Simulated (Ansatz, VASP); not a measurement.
**One calculation of As, two programs**

```
CELL_PARAMETERS angstrom
1.85273 -5.70626 0.00000
1.85273 5.70626 0.00000
0.00000 0.00000 4.66911
ATOMIC_POSITIONS crystal
As 0.10599 0.89401 0.93128
As 0.60599 0.39401 0.56872
As 0.89401 0.10599 0.06872
As 0.39401 0.60599 0.43128
```

Alike in both runs: task single point; functional PBE; k mesh 10 × 10 × 8; occupations fermi-dirac, width 0.1 eV; no spin polarisation.

```csv
,VASP,Ansatz
version,VASP 6.6.1,Ansatz 0.2.0
potentials or method,"VASP PAW PBE potentials, release 64 (As), cutoff 500 eV","plane waves (420 eV) with PAW, scalar-relativistic"
valence electrons in the cell,20,60
```

VASP gave:

- pressure (GPa): 0.3
- traceless stress, the component that is largest in VASP (GPa): -0.10

Problem. Which values does Ansatz return?

Solution. Pressure (GPa): 0.0; traceless stress, the component that is largest in VASP (GPa): -0.08.

VASP's potentials hold 20 valence electrons a cell and Ansatz's 60, so a difference there can come from the potentials and not from the codes.
